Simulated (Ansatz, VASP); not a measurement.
# One calculation of Pt, two programs

POSCAR

```
Pt
1.0
    2.7739638542      0.0000000000      0.0000000000
   -1.3869819271      2.4023231669      0.0000000000
    0.0000000000      0.0000000000      4.6938729642
Pt
2
Direct
    0.6666666667      0.3333333333      0.7500000000
    0.3333333333      0.6666666667      0.2500000000
```

Contents of INCAR.step1:

```
SYSTEM = Pt
ALGO     = Normal         ! electronic algorithm
EDIFF    = 1E-4           ! SCF threshold, eV
ENCUT    = 520            ! plane-wave cutoff, eV
GGA      = PE             ! functional
ISMEAR   = 0              ! smearing method
LASPH    = .True.         ! aspherical terms in the spheres
LCHARG   = .False.        ! write CHGCAR
LREAL    = .False.        ! projectors in reciprocal space
LWAVE    = .True.         ! write WAVECAR
NBANDS   = 17             ! bands
NELM     = 100            ! most SCF steps
PREC     = Accurate       ! precision mode
SIGMA    = 0.15           ! smearing width, eV
```

The input INCAR.step2:

```
SYSTEM = Pt
ALGO     = Normal         ! electronic algorithm
EDIFF    = 1E-6           ! SCF threshold, eV
ENCUT    = 520            ! plane-wave cutoff, eV
ISIF     = 2              ! what is computed and relaxed
ISMEAR   = 0              ! smearing method
ISTART   = 1            
LASPH    = .True.         ! aspherical terms in the spheres
LCHARG   = .False.        ! write CHGCAR
LMIXTAU  = .True.       
LREAL    = .False.        ! projectors in reciprocal space
LWAVE    = .False.        ! write WAVECAR
METAGGA  = R2SCAN         ! meta-GGA
NBANDS   = 17             ! bands
NELM     = 100            ! most SCF steps
PREC     = Accurate       ! precision mode
SIGMA    = 0.15           ! smearing width, eV
```

File KPOINTS:

```
k-points
0
Gamma
  24 24 12
  0 0 0
```

Input for Ansatz:

```yaml
crystal:
  lattice:
    - [2.7739638542, 0.0, 0.0]
    - [-1.3869819271, 2.4023231669, 0.0]
    - [0.0, 0.0, 4.6938729642]
  atoms:
    - { symbol: Pt, position: [0.6666666667, 0.3333333333, 0.75] }
    - { symbol: Pt, position: [0.3333333333, 0.6666666667, 0.25] }
basis:
  ecutwfc: 500
kpoints:
  mp_grid: { grid: [24, 24, 12] }
hamiltonian:
  xc: r2scan
scf:
  occupations: { method: gaussian, width: 0.15 }
output:
  forces: true
  stress: true
  eigenvalues: true
```

Change from the starting cell: strain +0.015 along x and y, -0.015 along z, atoms carried along.

Alike in both runs: task single point; functional r2SCAN; k mesh 24 × 24 × 12; occupations gaussian, width 0.15 eV; no spin polarisation.

|  | VASP | Ansatz |
| --- | --- | --- |
| version | VASP 6.6.1 | Ansatz 0.2.0 |
| potentials or method | VASP PAW PBE potentials, release 64 (Pt), cutoff 520 eV | scalar-relativistic, plane waves, PAW |
| valence electrons in the cell | 20 | 36 |

Ansatz gave:

* gap on the k mesh at the Fermi level (eV): none
* pressure (GPa): -4.2
* traceless stress, the component that is largest in VASP (GPa): 3.53

**Question.** Estimate VASP's values.

**Answer.** gap on the k mesh at the Fermi level (eV): none; pressure (GPa): -3.6; traceless stress, the component that is largest in VASP (GPa): 3.37.

VASP's potentials were made for PBE, not for r2SCAN. A gap of «none» marks a metal or a gap that the smearing closes. With one functional, cell and mesh, what is left measures potentials, basis and numerics. VASP's potentials hold 20 valence electrons a cell and Ansatz's 36, so a difference there can come from the potentials and not from the codes.

Spin-orbit coupling is off throughout.
